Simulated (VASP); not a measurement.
Crystal: Ru.

```
Ru
1.0
     2.72347    0.00000    0.00000
    -1.36174    2.35859    0.00000
     0.00000    0.00000    4.31088
Ru
2
Cartesian
  0.0000 1.5724 1.0777
  1.3617 0.7862 3.2332
```

| Item | Value |
| --- | --- |
| Program | VASP 6.6.1 |
| Task | relaxation of cell and atoms |
| Functional | PBEsol |
| Potentials or basis | VASP PAW PBE potentials, release 64 (Ru_pv) |
| Cutoff | 600 eV |
| k mesh | 12 × 12 × 6 |
| Occupations | gaussian, width 0.1 eV |
| Spin | no spin polarisation |

At the start: pressure -12.5 GPa; volume 13.85 Å³/atom.

Task: How do energy, volume and symmetry change on relaxing?

Result: Over 4 steps the energy falls by 21.7 meV/atom and the volume is 13.32 Å³/atom (-3.8 %); space group P6_3/mmc (No. 194, to 0.1 Å) before and after.

The path:
```
step  energy change (eV)  largest force (eV/Å)  pressure (GPa)  volume (Å³)
   1              0.0000                0.0000          -12.50        27.69
   2              0.4361                0.0000           56.75        23.58
   3             -0.0433                0.0000           -0.69        26.68
   4             -0.0434                0.0000           -0.11        26.63
```

Final structure:
```xyz
2
Lattice="2.6889 0.0000 0.0000 -1.3445 2.3287 0.0000 0.0000 0.0000 4.2532" Properties=species:S:1:pos:R:3 pbc="T T T"
Ru    0.0000    1.5525    1.0633
Ru    1.3445    0.7762    3.1899
```

Caveat: the PAW data sets were made with another functional, which shifts forces and pressure a little.
